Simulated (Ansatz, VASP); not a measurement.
# Si2Mo: VASP beside Ansatz

```
CELL_PARAMETERS angstrom
-1.60849 1.60849 3.93661
1.60849 -1.60849 3.93661
1.60849 1.60849 -3.93661
ATOMIC_POSITIONS crystal
Si 0.33510 0.30174 0.96665
Si 0.66490 0.63155 0.96665
Mo 0.00000 0.01953 0.01953
```

Change from the starting cell: mode 4 frozen in at -0.107 Å and mode 7 at +0.000 Å (largest displacements).

Alike in both runs: task single point; functional PBE; k mesh 18 × 18 × 18; occupations gaussian, width 0.15 eV; no spin polarisation.

|  | VASP | Ansatz |
| --- | --- | --- |
| version | VASP 6.6.1 | Ansatz 0.2.0 |
| potentials or method | VASP PAW PBE potentials, release 64 (Si, Mo_sv), cutoff 520 eV | scalar-relativistic, plane waves, PAW |
| valence electrons in the cell | 22 | 22 |

Ansatz gave:

| Property | Result |
| --- | --- |
| gap on the k mesh at the Fermi level (eV) | none |
| pressure (GPa) | 2.0 |
| traceless stress, the component that is largest in VASP (GPa) | 0.99 |
| rms of the force components (eV/Å) | 0.652 |

Estimate VASP's values.

gap on the k mesh at the Fermi level (eV): none; pressure (GPa): 2.1; traceless stress, the component that is largest in VASP (GPa): 1.00; rms of the force components (eV/Å): 0.655.

Atom by atom the forces differ by 0.003 eV/Å (rms over components). A gap of «none» marks a metal or a gap that the smearing closes.
